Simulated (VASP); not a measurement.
Wanted: the native input for a VASP 6.6.1 run.

* Task: single point
* Functional: PBE
* Dispersion: D3(BJ)
* Potentials or basis: VASP PAW PBE potentials, release 64 (Al)
* Cutoff: 520 eV
* k mesh: 18 × 18 × 6
* Occupations: gaussian, width 0.15 eV
* Spin: no spin polarisation
* Dipole correction: no
* Further INCAR settings: ALGO = Normal; EDIFF = 1e-06; NBANDS = 14

The structure of Al lies in POSCAR:

```
Al
1.0
    2.8889998385      0.0000000000      0.0000000000
   -1.4444999192      2.5019472516      0.0000000000
    0.0000000000      0.0000000000      9.3346473780
Al
4
Direct
    0.0000000000      0.0000000000      0.0000000000
    0.3333333333      0.6666666667      0.2500000000
    0.0000000000      0.0000000000      0.5000000000
    0.6666666667      0.3333333333      0.7500000000
```

This isn't the form of Al at room conditions, which is fcc.

These files were run (other wordings do the same):

INCAR

```
SYSTEM = Al
PREC = Accurate
ENCUT = 520
EDIFF = 1E-6
ISMEAR = 0
SIGMA = 0.15
LREAL = .FALSE.
LASPH = .TRUE.
NELM = 100
ALGO = Normal
ISIF = 2
LWAVE = .FALSE.
LCHARG = .TRUE.
GGA = PE
IVDW = 12
LELF = .TRUE.
LVHAR = .TRUE.
NBANDS = 14
```

KPOINTS

```
regular mesh
0
G
  18 18 6
  0 0 0
```

Potentials or basis: VASP PAW PBE potentials, release 64 (Al).

The run is started by

```sh
$ cat potpaw_PBE.64/Al/POTCAR > POTCAR
$ mpirun -np 1 vasp_std > vasp.out
```

It gave:

| Quantity | Value |
| --- | --- |
| Pressure | -4.7 GPa |
| Band gap on the k mesh | zero (bands 6 and 7 overlap by 5.56 eV) |
| Dispersion energy per atom | -0.329 eV |

Caveat: the cell stands under tension.

Wall time 35 s on 1 thread of Intel(R) Xeon(R) 6975P-C (Granite Rapids), on a shared host, peak memory 0.25 GiB.
